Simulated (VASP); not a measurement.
# In (I4/mmm) in VASP: single point with PBE

Aim: the single point of In with PBE.

Everything below comes from runs of VASP 6.6.1. Logs are shortened: lines on timing, memory, paths and dates and some standing lists are left out, and cuts for length are marked.

### Step 1. The cell of the first run

It takes space group I4/mmm (No. 139, tetragonal). The conventional cell has a = 3.389 Å, b = 3.389 Å, c = 4.595 Å, α = 90.00°, β = 90.00°, γ = 90.00°. Within 4.4 Å of In (site symmetry 4/mmm) lie 12 In at 3.32 to 3.39 Å.

### Step 2. Single point, PBE

INCAR reads:

```
PREC = Accurate
ENCUT = 520
EDIFF = 1E-6
ISMEAR = 0
SIGMA = 0.1
LREAL = F
LASPH = T
NELM = 80
ALGO = Fast
ISIF = 2
LWAVE = F
LCHARG = T
GGA = PE
LELF = T
LVHAR = T
NBANDS = 12
```

KPOINTS reads:

```
Automatic mesh
0
Gamma
  8 8 8
```

POSCAR reads:

```
In
1.0
   -1.6947072700      1.6947072700      2.2973723900
    1.6947072700     -1.6947072700      2.2973723900
    1.6947072700      1.6947072700     -2.2973723900
In
1
Direct
    0.0000000000      0.0000000000      0.0000000000
```

Potentials or basis: VASP PAW PBE potentials, release 64 (In_d).

Started as:

```bash
$ cat potpaw_PBE.64/In_d/POTCAR > POTCAR
$ mpirun -np 1 vasp_std > vasp.out
```

OUTCAR:

```text
PREC = Accurate
   ENCUT = 520
   EDIFF = 1E-6
   ISMEAR = 0
   LREAL = F
   LASPH = T
   NELM = 80
   ISIF = 2
   GGA = PE

 ion  position               nearest neighbor table
   1  0.000  0.000  0.000-

  LATTYP: Found a body centered tetragonal cell.
 ALAT       =     3.3894145400
 C/A-ratio  =     1.3556160587

  Lattice vectors:

 A1 = (  -1.6947072700,   1.6947072700,   2.2973723900)
 A2 = (   1.6947072700,  -1.6947072700,   2.2973723900)
 A3 = (   1.6947072700,   1.6947072700,  -2.2973723900)

Analysis of symmetry for initial positions (statically):
=====================================================================
 Subroutine PRICEL returns:
 Original cell was already a primitive cell.

 Routine SETGRP: Setting up the symmetry group for a
 body centered tetragonal supercell.

 Subroutine GETGRP returns: Found 16 space group operations
 (whereof 16 operations were pure point group operations)
 out of a pool of 16 trial point group operations.

The static configuration has the point symmetry D_4h.

Analysis of symmetry for dynamics (positions and initial velocities):
=====================================================================
 Subroutine PRICEL returns:
 Original cell was already a primitive cell.

 Routine SETGRP: Setting up the symmetry group for a
 body centered tetragonal supercell.

 Subroutine GETGRP returns: Found 16 space group operations
 (whereof 16 operations were pure point group operations)
 out of a pool of 16 trial point group operations.

The dynamic configuration has the point symmetry D_4h.

 Subroutine INISYM returns: Found 16 space group operations
 (whereof 16 operations are pure point group operations),
 and found     1 'primitive' translations

----------------------------------------------------------------------------------------

                                     Primitive cell

  volume of cell :      26.3925

  direct lattice vectors                    reciprocal lattice vectors
    -1.694707270  1.694707270  2.297372390     0.000000000  0.295036204  0.217639945
     1.694707270 -1.694707270  2.297372390     0.295036204  0.000000000  0.217639945
     1.694707270  1.694707270 -2.297372390     0.295036204  0.295036204  0.000000000

  length of vectors
     3.319937554  3.319937554  3.319937554     0.366624477  0.366624477  0.417244201

  position of ions in fractional coordinates (direct lattice)
     0.000000000  0.000000000  0.000000000

  ion indices of the primitive-cell ions
   primitive index   ion index
                 1           1

----------------------------------------------------------------------------------------

 KPOINTS: Automatic mesh

Automatic generation of k-mesh.
 Grid dimensions read from file:
 generate k-points for:    8    8    8

 Generating k-lattice:

  Cartesian coordinates                     Fractional coordinates (reciprocal lattice)
     0.000000000  0.036879526  0.027204993     0.125000000 -0.000000000  0.000000000
     0.036879526  0.000000000  0.027204993    -0.000000000  0.125000000  0.000000000
     0.036879526  0.036879526  0.000000000     0.000000000  0.000000000  0.125000000

  Length of vectors
     0.045828060  0.045828060  0.052155525

  Shift w.r.t. Gamma in fractional coordinates (k-lattice)
     0.000000000  0.000000000  0.000000000

 Subroutine IBZKPT returns following result:
 ===========================================

 Found     59 irreducible k-points:

 Following reciprocal coordinates:
            Coordinates               Weight
  0.000000  0.000000  0.000000      1.000000
  0.125000  0.000000  0.000000      8.000000
  0.250000  0.000000  0.000000      8.000000
  0.375000  0.000000 -0.000000      8.000000
  0.500000  0.000000  0.000000      4.000000
  0.125000  0.125000  0.000000      8.000000
[... 16 lines left out ...]
  0.250000  0.125000  0.125000     16.000000
  0.375000  0.125000  0.125000      8.000000
 [... further k-points ...]
   k-points           NKPTS =     59   k-points in BZ     NKDIM =     59   number of bands    NBANDS=     12
   number of dos      NEDOS =    301   number of ions     NIONS =      1
   total plane-waves  NPLWV =  21952
   dimension x,y,z NGX =    28 NGY =   28 NGZ =   28
   dimension x,y,z NGXF=    56 NGYF=   56 NGZF=   56
   ions per type =               1
   NGX,Y,Z   is equivalent  to a cutoff of  14.02, 14.02, 14.02 a.u.
   NGXF,Y,Z  is equivalent  to a cutoff of  28.04, 28.04, 28.04 a.u.
 SYSTEM =  unknown system
   PREC   = accura    normal or accurate (medium, high low for compatibility)
   ISTART =      0    job   : 0-new  1-cont  2-samecut
   ICHARG =      2    charge: 1-file 2-atom 10-const
   ISPIN  =      1    spin polarized calculation?
   LNONCOLLINEAR =      F non collinear calculations
   LSORBIT =      F    spin-orbit coupling
   LASPH  =      T    aspherical Exc in radial PAW
   ENCUT  =  520.0 eV  38.22 Ry    6.18 a.u.   6.17  6.17  6.17*2*pi/ulx,y,z
   NELM   =     80;   NELMIN=  2; NELMDL= -5     # of ELM steps
   EDIFF  = 0.1E-05   stopping-criterion for ELM
   LREAL  =      F    real-space projection
   EDIFFG = 0.1E-04   stopping-criterion for IOM
   NSW    =      0    number of steps for IOM
   IBRION =     -1    ionic relax: 0-MD 1-quasi-New 2-CG
   NFREE  =      0    steps in history (QN), initial steepest desc. (CG)
   ISIF   =      2    stress and relaxation
   ISYM   =      2    0-nonsym 1-usesym 2-fastsym
   POTIM  = 0.5000    time-step for ionic-motion
   TEBEG  =    0.0;   TEEND  =   0.0 temperature during run
   PSTRESS=    0.0 pullay stress
   NELECT =      13.0000    total number of electrons
   NUPDOWN=      -1.0000    fix difference up-down
   EMIN   =  10.00;   EMAX   =-10.00  energy-range for DOS
   EFERMI =   0.00;   METHOD = LEGACY
   ISMEAR =     0;   SIGMA  =   0.10  broadening in eV -4-tet -1-fermi 0-gaus
   EFERMI_NEDOS =   21; number of points for ismear=-14 and -15
   IALGO  =     68    algorithm
   IMIX   =      4    mixing-type and parameters
     AMIX     =   0.40;   BMIX     =  1.00
     AMIX_MAG =   1.60;   BMIX_MAG =  1.00
  volume/ion in A,a.u.               =      26.39       178.11
  Fermi-wavevector in a.u.,A,eV,Ry     =   1.292892  2.443212 22.743098  1.671571
  Thomas-Fermi vector in A             =   2.424572
   LORBIT       =      0    0 simple, 1 ext, 2 COOP (PROOUT), +10 PAW based schemes
   GGA     = PE    functional components
   LHFCALC =     F    Hartree Fock is set to
   AEXX    =    0.0000 exact exchange contribution
   IVDW    =     0    specifies the selected vdW correction
   LEPSILON=     F    determine dielectric tensor
   LRPA    =     F    only Hartree local field effects (RPA)
 non-spin polarized calculation
 RMM-DIIS sequential band-by-band and
 Gauss-broadening in eV      SIGMA  =   0.10
  energy-cutoff  :      520.00
  volume of cell :       26.39
 maximum number of plane-waves:       726
 NGX is ok and might be reduce to    28
   NGX = 13   NGY = 13   NGZ = 13

 number of electron      13.0000005 magnetization

 Free energy of the ion-electron system (eV)
  ---------------------------------------------------
  ext. energy  EPLUGINS =         0.00000000
  ---------------------------------------------------
  free energy    TOTEN  =        -2.53620802 eV

  energy without entropy =       -2.53178997  energy(sigma->0) =       -2.53399899

 E-fermi :   7.5052     XC(G=0): -10.2122

 val. band max:        7.4871532032   @ k =  -0.2500  -0.3750   0.1250
 cond. band min:       7.5086045523   @ k =  -0.3750  -0.3750   0.1250
 fundamental gap:      0.0214513491
 Fermi energy:         7.5051585233

 k-point     1 :       0.0000    0.0000    0.0000
  band No.  band energies     occupation
      1      -7.2222      2.00000
      2      -7.2222      2.00000
      3      -7.1665      2.00000
      4      -7.0628      2.00000
      5      -7.0120      2.00000
      6      -2.0602      2.00000
      7      17.8530      0.00000
      8      17.9670      0.00000
      9      17.9670      0.00000
     10      18.9440      0.00000
     11      21.3315      0.00000
     12      21.3705      0.00000

 k-point     2 :       0.1250    0.0000    0.0000
  band No.  band energies     occupation
      1      -7.2172      2.00000
      2      -7.1989      2.00000
      3      -7.1538      2.00000
      4      -7.0589      2.00000
      5      -7.0164      2.00000
      6      -1.7191      2.00000
      7      14.7422      0.00000
      8      17.3439      0.00000
      9      17.4458      0.00000
     10      18.7038      0.00000
     11      22.1933      0.00000
     12      22.3350      0.00000

 k-point     3 :       0.2500    0.0000    0.0000
  band No.  band energies     occupation
      1      -7.2285      2.00000
      2      -7.1857      2.00000
      3      -7.1398      2.00000
      4      -7.0049      2.00000
      5      -6.9931      2.00000
      6      -0.6789      2.00000
      7      10.5380      0.00000
      8      16.3704      0.00000
      9      16.7397      0.00000
     10      18.5855      0.00000
     11      21.0185      0.00000
     12      21.0201      0.00000

 k-point     4 :       0.3750    0.0000   -0.0000
  band No.  band energies     occupation
      1      -7.2545      2.00000
      2      -7.2068      2.00000
      3      -7.1588      2.00000
      4      -6.9288      2.00000
      5      -6.9142      2.00000
      6       1.0720      2.00000
      7       6.7975      2.00000
      8      15.6533      0.00000
      9      16.2452      0.00000
     10      18.4540      0.00000
     11      19.9327      0.00000
     12      20.0813      0.00000

 k-point     5 :       0.5000    0.0000    0.0000
  band No.  band energies     occupation
      1      -7.2679      2.00000
      2      -7.2186      2.00000
      3      -7.1707      2.00000
      4      -6.8970      2.00000
      5      -6.8727      2.00000
      6       3.1131      2.00000
      7       4.0837      2.00000
      8      15.3907      0.00000
      9      16.0711      0.00000
     10      18.3866      0.00000
     11      19.5720      0.00000
     12      19.7699      0.00000
[... 228 lines left out ...]
      1      -7.4208      2.00000
      2      -7.3225      2.00000
      3      -6.8968      2.00000
      4      -6.8684      2.00000
      5      -6.8296      2.00000
      6       5.0794      2.00000
      7       5.0982      2.00000
      8      11.5323      0.00000
      9      11.7661      0.00000
     10      14.9947      0.00000
     11      15.1540      0.00000
     12      28.8893      0.00000

 k-point    22 :       0.1250    0.1250    0.1250
  band No.  band energies     occupation
      1      -7.2700      2.00000
      2      -7.1745      2.00000
      3      -7.0749      2.00000
      4      -7.0289      2.00000
      5      -6.9410      2.00000
      6       0.2218      2.00000
      7      10.9665      0.00000
      8      11.6050      0.00000
      9      14.5814      0.00000
     10      18.9148      0.00000
     11      19.0953      0.00000
     12      23.5414      0.00000

 k-point    23 :       0.2500    0.1250    0.1250
  band No.  band energies     occupation
      1      -7.2423      2.00000
      2      -7.1982      2.00000
      3      -7.0752      2.00000
      4      -6.9905      2.00000
      5      -6.9181      2.00000
      6       1.9566      2.00000
      7       7.6278      0.08289
      8      10.9724      0.00000
      9      12.9912      0.00000
     10      18.8404      0.00000
     11      21.3853      0.00000
     12      22.9323      0.00000

 k-point    24 :       0.3750    0.1250    0.1250
  band No.  band energies     occupation
      1      -7.2310      2.00000
      2      -7.2030      2.00000
      3      -7.0655      2.00000
      4      -6.9932      2.00000
      5      -6.9055      2.00000
      6       3.8629      2.00000
      7       5.0913      2.00000
      8      10.9917      0.00000
      9      12.2866      0.00000
     10      18.8285      0.00000
     11      21.3014      0.00000
     12      25.1222      0.00000

 [... further k-points ...]
[... 5 lines left out ...]
  --------------------------------------------------------------------------------------
  -------------------------------------------------------------------------------------
  Total        0.4169398      0.4169398     -0.0392252      0.0000000     -0.0000000      0.0000000
  in kB       25.3106437     25.3106437     -2.3811943      0.0000000     -0.0000000      0.0000000
  external PRESSURE =      16.0800311 kB  Pullay stress =       0.0000000 kB

 VOLUME and BASIS-vectors are now :
 -----------------------------------------------------------------------------
  energy-cutoff  :      520.00
  volume of cell :       26.39
      direct lattice vectors                 reciprocal lattice vectors
    -1.694707270  1.694707270  2.297372390     0.000000000  0.295036204  0.217639945
     1.694707270 -1.694707270  2.297372390     0.295036204  0.000000000  0.217639945
     1.694707270  1.694707270 -2.297372390     0.295036204  0.295036204  0.000000000

 POSITION                                       TOTAL-FORCE (eV/Angst)
 -----------------------------------------------------------------------------------
      0.00000      0.00000      0.00000         0.000000      0.000000      0.000000
 -----------------------------------------------------------------------------------
    total drift:                               -0.000000     -0.000000     -0.000000

  FREE ENERGIE OF THE ION-ELECTRON SYSTEM (eV)
  ---------------------------------------------------
  free  energy   TOTEN  =        -2.5362080208 eV

  energy  without entropy=       -2.5317899654  energy(sigma->0) =       -2.53399899
```

Wall time 19 s (1 thread of Intel Xeon Platinum 8375C at 2.90GHz (Ice Lake), shared host); peak memory 0.16 GiB.

Results:

```yaml
Free_energy: -2.5362 eV
Pressure: 1.6 GPa
```

Caveat: spin-orbit coupling is left out, which moves the levels of the heavy elements.
